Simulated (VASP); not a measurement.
# ZnSe (P4/nmm) in VASP: a series of runs

Runs on ZnSe. Level: LDA. Tasks: single point.

Everything below comes from runs of VASP 6.6.1. Logs are shortened: lines on timing, memory, paths and dates and some standing lists are left out, and cuts for length are marked.

### Step 1. The cell of the first run

The structure is tetragonal, space group P4/nmm (No. 129). The conventional cell has a = 4.103 Å, b = 4.103 Å, c = 5.415 Å, α = 90.00°, β = 90.00°, γ = 90.00°. Zn (site symmetry -4m2) has 4 Se at 2.49 Å and 4 Zn at 2.90 Å within 3.3 Å. Within 3.3 Å of Se (site symmetry 4mm) lie 4 Zn at 2.49 Å.

### Step 2. Single point, LDA (atoms shifted along a free coordinate)

INCAR reads:

```
SYSTEM = ZnSe
  PREC = Accurate
  ENCUT = 520
  EDIFF = 1E-6
  ISMEAR = 0
  SIGMA = 0.05
  LREAL = .FALSE.
  LASPH = .TRUE.
  NELM = 100
  ALGO = Normal
  ISIF = 2
  LWAVE = .FALSE.
  LCHARG = .FALSE.
  NBANDS = 26
```

KPOINTS reads:

```
regular mesh
0
G
  8 8 6
  0 0 0
```

POSCAR reads:

```
ZnSe
1.0
    4.1030397429      0.0000000000      0.0000000000
    0.0000000000      4.1030397429      0.0000000000
    0.0000000000      0.0000000000      5.4151678808
Zn Se
2 2
Direct
    0.0000000000      0.0000000000      0.0000000000
    0.5000000000      0.5000000000      0.0000000000
    0.0000000000      0.5000000000      0.2608314992
    0.5000000000      0.0000000000      0.7391685008
```

Potentials or basis: VASP PAW LDA potentials, release 64 (Zn, Se).

The run is started by

```bash
> cat potpaw_LDA.64/Zn/POTCAR potpaw_LDA.64/Se/POTCAR > POTCAR
> mpirun -np 1 vasp_std > vasp.out
```

OUTCAR:

```text
SYSTEM = ZnSe
   PREC = Accurate
   ENCUT = 520
   EDIFF = 1E-6
   ISMEAR = 0
   LREAL = .FALSE.
   LASPH = .TRUE.
   NELM = 100
   ISIF = 2

 ion  position               nearest neighbor table
   1  0.000  0.000  0.000-   3 2.49   4 2.49   3 2.49   4 2.49   2 2.90   2 2.90   2 2.90   2 2.90

   2  0.500  0.500  0.000-   3 2.49   4 2.49   4 2.49   3 2.49   1 2.90   1 2.90   1 2.90   1 2.90

   3  0.000  0.500  0.261-   1 2.49   2 2.49   1 2.49   2 2.49
   4  0.500  0.000  0.739-   1 2.49   2 2.49   2 2.49   1 2.49

  LATTYP: Found a simple tetragonal cell.
 ALAT       =     4.1030397429
 C/A-ratio  =     1.3197941575

  Lattice vectors:

 A1 = (   4.1030397429,   0.0000000000,   0.0000000000)
 A2 = (   0.0000000000,   4.1030397429,   0.0000000000)
 A3 = (   0.0000000000,   0.0000000000,   5.4151678808)

Analysis of symmetry for initial positions (statically):
=====================================================================
 Subroutine PRICEL returns:
 Original cell was already a primitive cell.

 Routine SETGRP: Setting up the symmetry group for a
 simple tetragonal supercell.

 Subroutine GETGRP returns: Found 16 space group operations
 (whereof  8 operations were pure point group operations)
 out of a pool of 16 trial point group operations.

The static configuration has the point symmetry D_2d.
 The point group associated with its full space group is D_4h.

Analysis of symmetry for dynamics (positions and initial velocities):
=====================================================================
 Subroutine PRICEL returns:
 Original cell was already a primitive cell.

 Routine SETGRP: Setting up the symmetry group for a
 simple tetragonal supercell.

 Subroutine GETGRP returns: Found 16 space group operations
 (whereof  8 operations were pure point group operations)
 out of a pool of 16 trial point group operations.

The dynamic configuration has the point symmetry D_2d.
 The point group associated with its full space group is D_4h.

 Subroutine INISYM returns: Found 16 space group operations
 (whereof  8 operations are pure point group operations),
 and found     1 'primitive' translations

----------------------------------------------------------------------------------------

                                     Primitive cell

  volume of cell :      91.1640

  direct lattice vectors                    reciprocal lattice vectors
     4.103039743  0.000000000  0.000000000     0.243721744  0.000000000  0.000000000
     0.000000000  4.103039743  0.000000000     0.000000000  0.243721744  0.000000000
     0.000000000  0.000000000  5.415167881     0.000000000  0.000000000  0.184666482

  length of vectors
     4.103039743  4.103039743  5.415167881     0.243721744  0.243721744  0.184666482

  position of ions in fractional coordinates (direct lattice)
     0.000000000  0.000000000  0.000000000
     0.500000000  0.500000000  0.000000000
     0.000000000  0.500000000  0.260831499
     0.500000000  0.000000000  0.739168501

  ion indices of the primitive-cell ions
   primitive index   ion index
                 1           1
                 2           2
                 3           3
                 4           4

----------------------------------------------------------------------------------------

 KPOINTS: regular mesh

Automatic generation of k-mesh.
 Grid dimensions read from file:
 generate k-points for:    8    8    6

 Generating k-lattice:

  Cartesian coordinates                     Fractional coordinates (reciprocal lattice)
     0.030465218  0.000000000  0.000000000     0.125000000  0.000000000  0.000000000
     0.000000000  0.030465218  0.000000000     0.000000000  0.125000000  0.000000000
     0.000000000  0.000000000  0.030777747     0.000000000  0.000000000  0.166666667

  Length of vectors
     0.030465218  0.030465218  0.030777747

  Shift w.r.t. Gamma in fractional coordinates (k-lattice)
     0.000000000  0.000000000  0.000000000

 Subroutine IBZKPT returns following result:
 ===========================================

 Found     60 irreducible k-points:

 Following reciprocal coordinates:
            Coordinates               Weight
  0.000000  0.000000  0.000000      1.000000
  0.125000  0.000000  0.000000      4.000000
  0.250000  0.000000  0.000000      4.000000
  0.375000  0.000000  0.000000      4.000000
  0.500000  0.000000  0.000000      2.000000
  0.125000  0.125000  0.000000      4.000000
[... 16 lines left out ...]
  0.375000  0.125000  0.166667     16.000000
  0.500000  0.125000  0.166667      8.000000
 [... further k-points ...]
   k-points           NKPTS =     60   k-points in BZ     NKDIM =     60   number of bands    NBANDS=     26
   number of dos      NEDOS =    301   number of ions     NIONS =      4
   total plane-waves  NPLWV =  40960
   dimension x,y,z NGX =    32 NGY =   32 NGZ =   40
   dimension x,y,z NGXF=    64 NGYF=   64 NGZF=   80
   ions per type =               2   2
[... 31 lines left out ...]
   GGA     = CA    functional components
   LHFCALC =     F    Hartree Fock is set to
   AEXX    =    0.0000 exact exchange contribution
   IVDW    =     0    specifies the selected vdW correction
   LEPSILON=     F    determine dielectric tensor
   LRPA    =     F    only Hartree local field effects (RPA)
 non-spin polarized calculation
 Gauss-broadening in eV      SIGMA  =   0.05
  energy-cutoff  :      520.00
  volume of cell :       91.16
 maximum number of plane-waves:      2472
 NGX is ok and might be reduce to    32
   NGX = 15   NGY = 15   NGZ = 21

 number of electron      35.9999994 magnetization

 Free energy of the ion-electron system (eV)
  ---------------------------------------------------
  ext. energy  EPLUGINS =         0.00000000
  ---------------------------------------------------
  free energy    TOTEN  =       -13.96903506 eV

  energy without entropy =      -13.96903506  energy(sigma->0) =      -13.96903506

 E-fermi :   1.8387     XC(G=0):  -9.6673

 val. band max:        1.6165106438   @ k =   0.0000   0.0000   0.0000
 cond. band min:       2.8664484144   @ k =   0.0000   0.0000   0.0000
 fundamental gap:      1.2499377706
 Fermi energy:         1.8386934112

 k-point     1 :       0.0000    0.0000    0.0000
  band No.  band energies     occupation
      1     -11.9156      2.00000
      2     -10.6984      2.00000
      3      -5.5968      2.00000
      4      -5.5895      2.00000
      5      -5.5250      2.00000
      6      -5.5250      2.00000
[... 18 lines left out ...]
     25      11.7844      0.00000
     26      11.8271      0.00000

 k-point     2 :       0.1250    0.0000    0.0000
  band No.  band energies     occupation
      1     -11.8448      2.00000
      2     -10.7072      2.00000
      3      -5.5864      2.00000
      4      -5.5656      2.00000
      5      -5.5091      2.00000
      6      -5.4907      2.00000
[... 18 lines left out ...]
     25      10.4147      0.00000
     26      10.7834      0.00000

 k-point     3 :       0.2500    0.0000    0.0000
  band No.  band energies     occupation
      1     -11.6477      2.00000
      2     -10.7515      2.00000
      3      -5.5565      2.00000
      4      -5.4907      2.00000
      5      -5.4438      2.00000
      6      -5.4112      2.00000
[... 18 lines left out ...]
     25       9.2562      0.00000
     26       9.9591      0.00000

 k-point     4 :       0.3750    0.0000    0.0000
  band No.  band energies     occupation
      1     -11.3710      2.00000
      2     -10.8709      2.00000
      3      -5.4892      2.00000
      4      -5.3748      2.00000
      5      -5.3320      2.00000
      6      -5.3316      2.00000
[... 18 lines left out ...]
     25       9.2262      0.00000
     26       9.3888      0.00000
[... 496 lines left out ...]
      1     -11.5432      2.00000
      2     -10.7894      2.00000
      3      -5.6307      2.00000
      4      -5.4374      2.00000
      5      -5.4129      2.00000
      6      -5.3836      2.00000
[... 18 lines left out ...]
     25       8.3836      0.00000
     26      10.7450      0.00000

 k-point    23 :       0.3750    0.1250    0.1667
  band No.  band energies     occupation
      1     -11.2904      2.00000
      2     -10.8691      2.00000
      3      -5.5745      2.00000
      4      -5.3629      2.00000
      5      -5.3295      2.00000
      6      -5.3195      2.00000
[... 18 lines left out ...]
     25       9.4630      0.00000
     26      10.3310      0.00000

 k-point    24 :       0.5000    0.1250    0.1667
  band No.  band energies     occupation
      1     -11.0428      2.00000
      2     -11.0428      2.00000
      3      -5.4557      2.00000
      4      -5.4557      2.00000
      5      -5.2672      2.00000
      6      -5.2672      2.00000
[... 18 lines left out ...]
     25      10.1839      0.00000
     26      10.1839      0.00000

 [... further k-points ...]

------------------------ aborting loop because EDIFF is reached ----------------------------------------

  FORCE on cell =-STRESS in cart. coord.  units (eV):
  Direction    XX          YY          ZZ          XY          YZ          ZX
  --------------------------------------------------------------------------------------
  -------------------------------------------------------------------------------------
  Total       -1.3814890     -1.3814890     -0.2063732      0.0000000      0.0000000      0.0000000
  in kB      -24.2792143    -24.2792143     -3.6269405      0.0000000      0.0000000      0.0000000
  external PRESSURE =     -17.3951230 kB  Pullay stress =       0.0000000 kB

 VOLUME and BASIS-vectors are now :
 -----------------------------------------------------------------------------
  energy-cutoff  :      520.00
  volume of cell :       91.16
      direct lattice vectors                 reciprocal lattice vectors
     4.103039743  0.000000000  0.000000000     0.243721744  0.000000000  0.000000000
     0.000000000  4.103039743  0.000000000     0.000000000  0.243721744  0.000000000
     0.000000000  0.000000000  5.415167881     0.000000000  0.000000000  0.184666482

 POSITION                                       TOTAL-FORCE (eV/Angst)
 -----------------------------------------------------------------------------------
      0.00000      0.00000      0.00000        -0.000000      0.000000     -0.000000
      2.05152      2.05152      0.00000         0.000000     -0.000000     -0.000000
      0.00000      2.05152      1.41245        -0.000000      0.000000      0.160292
      2.05152      0.00000      4.00272        -0.000000      0.000000     -0.160292
 -----------------------------------------------------------------------------------
    total drift:                                0.000000     -0.000000     -0.000000

  FREE ENERGIE OF THE ION-ELECTRON SYSTEM (eV)
  ---------------------------------------------------
  free  energy   TOTEN  =       -13.9690350644 eV

  energy  without entropy=      -13.9690350644  energy(sigma->0) =      -13.96903506
```

It took 2.3 min on 1 thread of Intel Xeon 8259CL, shared host; peak memory 0.25 GiB.

What came out:

```
Free energy            : -13.9690 eV
Pressure               : -1.7 GPa
Largest force          : 0.160 eV/Å
Band gap on the k mesh : 1.25 eV
```

Forces in eV/Å, atoms in the order of the input:
```
Zn   0.000  0.000  0.000
Zn   0.000  0.000  0.000
Se   0.000  0.000  0.160
Se   0.000  0.000 -0.160
```

Caveat: the cell differs from its parent crystal (atoms shifted along a free coordinate).

### Step 3. Single point, LDA (atoms shifted along a free coordinate)

INCAR reads:

```
SYSTEM = ZnSe
PREC     = Accurate       ! precision mode
ENCUT    = 520            ! plane-wave cutoff, eV
EDIFF    = 1E-6           ! SCF threshold, eV
ISMEAR   = 0              ! smearing method
SIGMA    = 0.05           ! smearing width, eV
LREAL    = .FALSE.        ! projectors in reciprocal space
LASPH    = .TRUE.         ! aspherical terms in the spheres
NELM     = 100            ! most SCF steps
ALGO     = Normal         ! electronic algorithm
ISIF     = 2              ! what is computed and relaxed
LWAVE    = .FALSE.        ! write WAVECAR
LCHARG   = .FALSE.        ! write CHGCAR
NBANDS   = 26             ! bands
```

KPOINTS reads:

```
Automatic mesh
0
G
  8 8 6
  0 0 0
```

Edit POSCAR of step 2 so:

```diff
@@ -10,3 +10,3 @@
     0.5000000000      0.5000000000      0.0000000000
-    0.0000000000      0.5000000000      0.2608314992
-    0.5000000000      0.0000000000      0.7391685008
+    0.0000000000      0.5000000000      0.2419974579
+    0.5000000000      0.0000000000      0.7580025421
```

Potentials or basis: VASP PAW LDA potentials, release 64 (Zn, Se).

The run is started by

```bash
> cat potpaw_LDA.64/Zn/POTCAR potpaw_LDA.64/Se/POTCAR > POTCAR
> mpirun -np 1 vasp_std > vasp.out
```

Wall time 2.3 min (1 thread of Intel Xeon 8259CL, shared host); peak memory 0.25 GiB.

It converged, with:

```yaml
Free_energy: -13.8377 eV
Pressure: 2.2 GPa
Largest_force: 1.132 eV/Å
Band_gap_on_the_k_mesh: 0.92 eV
```

Forces on the atoms (eV/Å):
```
Zn   0.000  0.000  0.000
Zn   0.000  0.000  0.000
Se   0.000  0.000  1.132
Se   0.000  0.000 -1.132
```

Stress tensor (GPa, compression positive):
```
1.41 0.00 0.00
0.00 1.41 0.00
0.00 0.00 3.91
```

Levels at points of the mesh, in eV from the valence-band top:
| k point | band 16 | band 17 | band 18 | band 19 | band 20 | band 21 |
| --- | --- | --- | --- | --- | --- | --- |
| (0.00, 0.00, 0.00) | -0.41 | -0.41 | 0.00 | 0.92 | 1.65 | 2.18 |
| (0.50, 0.00, 0.00) | -1.86 | -1.57 | -1.57 | 2.91 | 2.91 | 6.07 |
| (0.50, 0.50, 0.00) | -2.57 | -2.38 | -2.38 | 3.08 | 3.08 | 3.77 |
| (0.00, 0.00, 0.50) | -1.54 | -0.82 | -0.82 | 1.12 | 3.18 | 3.89 |
| (0.50, 0.00, 0.50) | -1.51 | -0.82 | -0.82 | 2.10 | 2.10 | 5.63 |
| (0.50, 0.50, 0.50) | -3.09 | -3.00 | -3.00 | 5.07 | 5.07 | 5.75 |

Caveat: the cell differs from its parent crystal (atoms shifted along a free coordinate); forces of over 1 eV/Å act on the atoms, so gaps and moduli don't describe the material at rest. A k mesh can miss the band edges.

### Step 4. Single point, LDA (atoms shifted along a free coordinate)

INCAR reads:

```
SYSTEM = ZnSe
PREC = Accurate
ENCUT = 520
EDIFF = 1E-7
ISMEAR = 0
SIGMA = 0.05
LREAL = .False.
LASPH = .True.
NELM = 80
ALGO = Normal
ISIF = 2
LWAVE = .False.
LCHARG = .True.
LELF = .True.
LVHAR = .True.
NBANDS = 26
```

KPOINTS reads:

```
regular mesh
0
Gamma
  8 8 6
  0 0 0
```

Edit POSCAR of step 3 so:

```diff
@@ -10,3 +10,3 @@
     0.5000000000      0.5000000000      0.0000000000
-    0.0000000000      0.5000000000      0.2419974579
-    0.5000000000      0.0000000000      0.7580025421
+    0.0000000000      0.5000000000      0.2796655406
+    0.5000000000      0.0000000000      0.7203344594
```

The run is started by

```bash
> cat potpaw_LDA.64/Zn/POTCAR potpaw_LDA.64/Se/POTCAR > POTCAR
> mpirun -np 1 vasp_std > vasp.out
```

Run time: 2.7 min. Hardware: 1 thread of Intel Xeon 8259CL, shared host; peak memory 0.25 GiB.

It converged, with:

| Property | Result |
| --- | --- |
| Free energy | -13.9070 eV |
| Pressure | -5.1 GPa |
| Largest force | 0.754 eV/Å |
| Band gap on the k mesh | 1.40 eV |

Forces in eV/Å, atoms in the order of the input:
```
Zn   0.000  0.000  0.000
Zn   0.000  0.000  0.000
Se   0.000  0.000 -0.754
Se   0.000  0.000  0.754
```

Stress tensor (GPa, compression positive):
```
-5.16  0.00  0.00
 0.00 -5.16  0.00
 0.00  0.00 -4.86
```

Levels at points of the mesh, in eV from the valence-band top:
| k point | band 15 | band 16 | band 17 | band 18 | band 19 | band 20 | band 21 | band 22 |
| --- | --- | --- | --- | --- | --- | --- | --- | --- |
| (0.00, 0.00, 0.00) | -2.49 | -0.18 | 0.00 | 0.00 | 1.40 | 1.50 | 2.71 | 5.32 |
| (0.50, 0.00, 0.00) | -2.12 | -2.12 | -1.02 | -1.02 | 3.44 | 3.44 | 5.19 | 5.19 |
| (0.50, 0.50, 0.00) | -2.28 | -2.28 | -1.93 | -1.93 | 2.68 | 2.68 | 2.86 | 2.86 |
| (0.00, 0.00, 0.50) | -2.02 | -1.56 | -0.78 | -0.78 | 1.78 | 3.33 | 4.03 | 4.55 |
| (0.50, 0.00, 0.50) | -0.94 | -0.94 | -0.65 | -0.65 | 2.07 | 2.07 | 5.57 | 5.57 |
| (0.50, 0.50, 0.50) | -3.06 | -3.06 | -2.84 | -2.84 | 4.88 | 4.88 | 4.92 | 4.92 |

Caveat: the cell differs from its parent crystal (atoms shifted along a free coordinate); the cell stands under tension. A k mesh can miss the band edges.

### Step 5. Single point, LDA (atoms shifted along a free coordinate)

INCAR reads:

```
SYSTEM = ZnSe
PREC = Accurate
ENCUT = 520
EDIFF = 1E-6
ISMEAR = 0
SIGMA = 0.05
LREAL = .FALSE.
LASPH = .TRUE.
NELM = 60
ALGO = Normal
ISIF = 2
LWAVE = .FALSE.
LCHARG = .FALSE.
GGA = CA
NBANDS = 26
```

KPOINTS reads:

```
Automatic mesh
0
G
  8 8 6
  0 0 0
```

Edit POSCAR of step 4 so:

```diff
@@ -10,3 +10,3 @@
     0.5000000000      0.5000000000      0.0000000000
-    0.0000000000      0.5000000000      0.2796655406
-    0.5000000000      0.0000000000      0.7203344594
+    0.0000000000      0.5000000000      0.3173336233
+    0.5000000000      0.0000000000      0.6826663767
```

The run is started by

```bash
> cat potpaw_LDA.64/Zn/POTCAR potpaw_LDA.64/Se/POTCAR > POTCAR
> mpirun -np 1 vasp_std > vasp.out
```

Run time: 98 s. Hardware: 1 thread of Intel Xeon 8259CL, shared host; peak memory 0.24 GiB.

Results (log left out):

| Property | Result |
| --- | --- |
| Free energy | -13.2795 eV |
| Pressure | -9.6 GPa |
| Largest force | 2.230 eV/Å |
| Band gap on the k mesh | 0.64 eV |

Forces in eV/Å, atoms in the order of the input:
```
Zn   0.000  0.000  0.000
Zn   0.000  0.000  0.000
Se   0.000  0.000 -2.230
Se   0.000  0.000  2.230
```

Stress tensor (GPa, compression positive):
```
 -7.90   0.00   0.00
  0.00  -7.90   0.00
  0.00   0.00 -13.12
```

Levels at points of the mesh, in eV from the valence-band top:
```
           k point  band 16  band 17  band 18  band 19  band 20  band 21
(0.00, 0.00, 0.00)    -1.17     0.00     0.00     0.64     1.48     3.12
(0.50, 0.00, 0.00)    -2.82    -1.09    -1.09     3.22     3.22     4.00
(0.50, 0.50, 0.00)    -2.46    -1.77    -1.77     1.55     1.55     1.79
(0.00, 0.00, 0.50)    -1.57    -1.36    -1.36     1.86     3.09     3.30
(0.50, 0.00, 0.50)    -0.98    -0.90    -0.90     1.31     1.31     5.04
(0.50, 0.50, 0.50)    -3.57    -3.16    -3.16     3.84     3.84     4.12
```

Caveat: the cell differs from its parent crystal (atoms shifted along a free coordinate); the cell stands under tension; forces of over 1 eV/Å act on the atoms, so gaps and moduli don't describe the material at rest. A k mesh can miss the band edges.

### Step 6. Overview

| cell | gap on the mesh (eV) | pressure (GPa) | largest force (eV/Å) |
| --- | --- | --- | --- |
| as given, atomic positions A | 1.25 | -1.7 | 0.16 |
| as given, atomic positions B | 0.92 | 2.2 | 1.13 |
| as given, atomic positions C | 1.40 | -5.1 | 0.75 |
| as given, atomic positions D | 0.64 | -9.6 | 2.23 |

Alike in all rows: task single point; level LDA; potentials or basis VASP PAW LDA potentials, release 64 (Zn, Se); no spin polarisation; k mesh 8 × 8 × 6; cutoff (eV) 520; smearing gaussian 0.05 eV.

Caveats: forces of over 1 eV/Å act on the atoms, so gaps and moduli don't describe the material at rest (at least some runs); the cell stands under tension (at least some runs).

Total energies depend on the potentials used, so only differences within one code and one set of settings carry meaning.
